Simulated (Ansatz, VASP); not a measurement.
One calculation of AlN, two programs

```
Al N
1.0
    -1.56508    2.71080    0.00000
     0.00000    0.00000    5.01811
     4.69524    2.71080    0.00000
Al N
4 4
Cartesian
  0.0000 1.8072 5.0043
  3.1302 1.8072 5.0043
  1.5651 0.9036 2.4952
  3.1302 3.6144 2.4952
  0.0000 1.8072 1.9007
  3.1302 1.8072 1.9007
  1.5651 0.9036 4.4097
  3.1302 3.6144 4.4097
```

Alike in both runs: task single point; functional PBE; k mesh 10 × 6 × 6; occupations fermi-dirac, width 0.02 eV; no spin polarisation.

```csv
,VASP,Ansatz
version,VASP 6.6.1,Ansatz 0.2.0
potentials or method,"VASP PAW PBE potentials, release 64 (Al, N), cutoff 520 eV","all-electron LAPW, scalar-relativistic"
```

VASP gave:

* gap on the k mesh at the Fermi level (eV): 4.04
* pressure (GPa): -0.3

**Question.** Which values does Ansatz return?

**Answer.** gap on the k mesh at the Fermi level (eV): 4.04; pressure (GPa): -0.1.

Ansatz ran all-electron here, and VASP with PAW potentials.
